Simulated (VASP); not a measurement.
# Ge (Im-3m) in VASP: a series of runs, part 2 of 2

VASP 6.6.1. Earlier steps stand in the parts before.

### Step 3. Single point, PBE

This run uses another cell than the first one, of 17.05 Å³/atom, 1.079 times its volume.

Contents of INCAR:

```
SYSTEM = Ge
PREC = Accurate
ENCUT = 520
EDIFF = 1E-6
ISMEAR = 1
SIGMA = 0.05
LREAL = .FALSE.
LASPH = .TRUE.
NELM = 60
ALGO = Normal
ISIF = 2
LWAVE = .FALSE.
LCHARG = .FALSE.
GGA = PE
NBANDS = 13
```

Contents of KPOINTS:

```
regular mesh
0
G
  17 17 17
  0 0 0
```

Contents of POSCAR:

```
Ge
1.0
    1.6213362824      1.6213362824      1.6213362824
   -1.6213362824      1.6213362824      1.6213362824
   -1.6213362824     -1.6213362824      1.6213362824
Ge
1
Direct
    0.0000000000      0.0000000000      0.0000000000
```

Potentials or basis: VASP PAW PBE potentials, release 64 (Ge_d).

On the command line:

```console
> cat potpaw_PBE.64/Ge_d/POTCAR > POTCAR
> mpirun -np 1 vasp_std > vasp.out
```

Wall time 9.1 s (1 thread of Intel Xeon 6975P-C (Granite Rapids), shared host); peak memory 0.15 GiB.

Results (log left out):

```yaml
Free_energy: -4.1221 eV
Pressure: 9.9 GPa
Band_gap_on_the_k_mesh: zero (band 7 reaches 18.20 eV, above the bottom of band 8 at 4.54 eV)
```

Levels at points of the mesh, in eV from the Fermi level:
```csv
k point,band 5,band 6,band 7,band 8,band 9,band 10
"(0.00, 0.00, 0.00)",-24.61,-13.97,10.35,10.35,10.35,15.84
```

### Step 4. Single point, PBE

This run uses another cell than the first one, of 17.91 Å³/atom, 1.134 times its volume.

Contents of INCAR:

```
PREC = Accurate ; ENCUT = 520
EDIFF = 1E-7 ; ISMEAR = 1
SIGMA = 0.05 ; LREAL = False
LASPH = True ; NELM = 80
ALGO = Normal ; ISIF = 2
LWAVE = False ; LCHARG = True
GGA = PE ; LELF = True
LVHAR = True ; NBANDS = 13
```

Contents of KPOINTS:

```
Automatic mesh
0
Gamma
  17 17 17
```

Contents of POSCAR:

```
Ge
1.0
    1.6481375462      1.6481375462      1.6481375462
   -1.6481375462      1.6481375462      1.6481375462
   -1.6481375462     -1.6481375462      1.6481375462
Ge
1
Direct
    0.0000000000      0.0000000000      0.0000000000
```

On the command line:

```console
> cat potpaw_PBE.64/Ge_d/POTCAR > POTCAR
> mpirun -np 1 vasp_std > vasp.out
```

It took 12 s on 1 thread of Intel Xeon 6975P-C (Granite Rapids), shared host; peak memory 0.16 GiB.

Results (log left out):

| Property | Result |
| --- | --- |
| Free energy | -4.1625 eV |
| Pressure | 5.0 GPa |
| Band gap on the k mesh | zero (band 7 reaches 17.08 eV, above the bottom of band 8 at 4.17 eV) |

Levels at points of the mesh, in eV from the Fermi level:
| k point | band 4 | band 5 | band 6 | band 7 | band 8 | band 9 | band 10 | band 11 |
| --- | --- | --- | --- | --- | --- | --- | --- | --- |
| (0.00, 0.00, 0.00) | -24.78 | -24.78 | -13.70 | 9.63 | 9.63 | 9.63 | 15.26 | 15.26 |

### Step 5. Single point, PBE

This run uses another cell than the first one, of 19.09 Å³/atom, 1.209 times its volume.

Contents of INCAR:

```
PREC = Accurate
ENCUT = 520
EDIFF = 1E-7
ISMEAR = 1
SIGMA = 0.05
LREAL = False
LASPH = True
NELM = 100
ALGO = Normal
ISIF = 2
LWAVE = False
LCHARG = False
GGA = PE
NBANDS = 13
```

Contents of KPOINTS:

```
regular mesh
0
Gamma
  17 17 17
```

Contents of POSCAR:

```
Ge
1.0
    1.6837486506      1.6837486506      1.6837486506
   -1.6837486506      1.6837486506      1.6837486506
   -1.6837486506     -1.6837486506      1.6837486506
Ge
1
Direct
    0.0000000000      0.0000000000      0.0000000000
```

On the command line:

```console
> cat potpaw_PBE.64/Ge_d/POTCAR > POTCAR
> mpirun -np 1 vasp_std > vasp.out
```

Wall time 11 s (1 thread of Intel Xeon 6975P-C (Granite Rapids), shared host); peak memory 0.16 GiB.

The run converged. Its results:

```yaml
Free_energy: -4.1802 eV
Pressure: 0.0 GPa
Band_gap_on_the_k_mesh: zero (band 7 reaches 15.69 eV, above the bottom of band 8 at 3.72 eV)
```

Levels at points of the mesh, in eV from the Fermi level:
```csv
k point,band 5,band 6,band 7,band 8,band 9,band 10
"(0.00, 0.00, 0.00)",-24.70,-13.07,9.02,9.02,9.02,14.84
```

### Step 6. Relaxation of cell and atoms, PBE

This run uses another cell than the first one, of 17.48 Å³/atom, 1.107 times its volume.

Contents of INCAR:

```
ALGO = Normal
EDIFF = 1E-6
EDIFFG = -0.02
ENCUT = 600
GGA = PE
IBRION = 2
ISIF = 3
ISMEAR = 1
LASPH = T
LCHARG = F
LREAL = F
LWAVE = F
NELM = 100
NSW = 80
PREC = Accurate
SIGMA = 0.05
```

Contents of KPOINTS:

```
k-points
0
Gamma
  17 17 17
```

Contents of POSCAR:

```
Ge
1.0
    1.6350000000      1.6350000000      1.6350000000
   -1.6350000000      1.6350000000      1.6350000000
   -1.6350000000     -1.6350000000      1.6350000000
Ge
1
Direct
    0.0000000000      0.0000000000      0.0000000000
```

Potentials or basis: VASP PAW PBE potentials, release 64 (Ge_d).

On the command line:

```console
> cat potpaw_PBE.64/Ge_d/POTCAR > POTCAR
> mpirun -np 1 vasp_std > vasp.out
```

OUTCAR:

```text
EDIFF = 1E-6
   EDIFFG = -0.02
   ENCUT = 600
   GGA = PE
   IBRION = 2
   ISIF = 3
   ISMEAR = 1
   LASPH = T
   LREAL = F
   NELM = 100
   NSW = 80
   PREC = Accurate

 ion  position               nearest neighbor table
   1  0.000  0.000  0.000-

  LATTYP: Found a body centered cubic cell.
 ALAT       =     3.2700000000

  Lattice vectors:

 A1 = (   1.6350000000,  -1.6350000000,  -1.6350000000)
 A2 = (   1.6350000000,   1.6350000000,   1.6350000000)
 A3 = (  -1.6350000000,  -1.6350000000,   1.6350000000)

Analysis of symmetry for initial positions (statically):
=====================================================================
 Subroutine PRICEL returns:
 Original cell was already a primitive cell.

 Routine SETGRP: Setting up the symmetry group for a
 body centered cubic supercell.

 Subroutine GETGRP returns: Found 48 space group operations
[... 249 lines left out ...]
 Fermi energy:         6.6570959058

 k-point     1 :       0.0000    0.0000    0.0000
  band No.  band energies     occupation
      1     -18.1200      2.00000
      2     -18.1200      2.00000
      3     -18.1200      2.00000
      4     -18.0372      2.00000
      5     -18.0372      2.00000
      6      -6.4081      2.00000
      7      15.6679      0.00000
      8      15.6679      0.00000
      9      15.6679      0.00000
     10      21.4913      0.00000
     11      21.4913      0.00000
[... 309 lines left out ...]
 k-point    24 :       0.3529    0.1765   -0.0000
  band No.  band energies     occupation
      1     -18.1290      2.00000
      2     -18.1058      2.00000
      3     -18.0515      2.00000
      4     -18.0438      2.00000
      5     -18.0343      2.00000
      6      -3.9773      2.00000
      7       7.6563     -0.00000
      8       9.5664      0.00000
      9      12.9935      0.00000
     10      18.4427      0.00000
     11      19.4981      0.00000

 [... further k-points ...]
[... 5 lines left out ...]
  --------------------------------------------------------------------------------------
  -------------------------------------------------------------------------------------
  Total       -0.0114541     -0.0114541     -0.0114541      0.0000000      0.0000000      0.0000000
  in kB       -0.9601257     -0.9601257     -0.9601257      0.0000000      0.0000000      0.0000000
  external PRESSURE =      -0.9601257 kB  Pullay stress =       0.0000000 kB
[... 16 lines left out ...]
  FREE ENERGIE OF THE ION-ELECTRON SYSTEM (eV)
  ---------------------------------------------------
  free  energy   TOTEN  =        -4.1801683851 eV

  energy  without entropy=       -4.1801115972  energy(sigma->0) =       -4.18014946

 reached required accuracy - stopping structural energy minimisation
```

CONTCAR:

```text
Ge
   1.00000000000000
     1.6843319402004269    1.6843319402004269    1.6843319402004269
    -1.6843319402004269    1.6843319402004269    1.6843319402004269
    -1.6843319402004269   -1.6843319402004269    1.6843319402004269
  Ge
     1
Direct
     0.0000000000000000    0.0000000000000000    0.0000000000000000

  0.00000000E+00  0.00000000E+00  0.00000000E+00
```

Wall time 50 s (1 thread of Intel Xeon Platinum 8259CL at 2.50GHz (Skylake/Cascade Lake), shared host); peak memory 0.17 GiB.

Results:

```
Free energy                            : -4.1802 eV
Relaxed volume                         : 19.11 Å³/atom
Relaxed cell                           : a = 2.917 Å, b = 2.917 Å, c = 2.917 Å, α = 70.53°, β = 109.47°, γ = 70.53°
Space group after relaxing (to 0.05 Å) : Im-3m (No. 229)
Energy gained by relaxing              : 34.2 meV/atom
Ionic steps                            : 3
Pressure after relaxing                : -0.1 GPa
Band gap on the k mesh                 : zero (band 7 reaches 15.67 eV, above the bottom of band 8 at 3.71 eV)
```

The path:
| step | energy change (eV) | largest force (eV/Å) | pressure (GPa) | volume (Å³) |
| --- | --- | --- | --- | --- |
| 1 | 0.0000 | 0.0000 | 7.29 | 17.48 |
| 2 | -0.0321 | 0.0000 | -1.46 | 19.57 |
| 3 | -0.0342 | 0.0000 | -0.10 | 19.11 |

Final structure:
```
Ge
1.0
     1.68433    1.68433    1.68433
    -1.68433    1.68433    1.68433
    -1.68433   -1.68433    1.68433
Ge
1
Direct
  0.00000 0.00000 0.00000
```

### Step 7. Overview

| task | cell | cutoff (eV) | gap on the mesh (eV) | pressure (GPa) |
| --- | --- | --- | --- | --- |
| single point | a = 2.738 Å, angles 70.5, 109.5, 70.5°, 1 atom | 520 | none | 20.1 |
| single point | a = 2.808 Å, angles 70.5, 109.5, 70.5°, 1 atom | 520 | none | 9.9 |
| single point | a = 2.855 Å, angles 70.5, 109.5, 70.5°, 1 atom | 520 | none | 5.0 |
| single point | a = 2.916 Å, angles 70.5, 109.5, 70.5°, 1 atom | 520 | none | 0.0 |
| relaxation of cell and atoms | relaxed from a = 2.832 Å, angles 70.5, 109.5, 70.5°, 1 atom | 600 | none | -0.1 |

Alike in all rows: level PBE; potentials or basis VASP PAW PBE potentials, release 64 (Ge_d); no spin polarisation; k mesh 17 × 17 × 17; smearing methfessel-paxton 0.05 eV.

Total energies depend on the potentials used, so only differences within one code and one set of settings carry meaning.
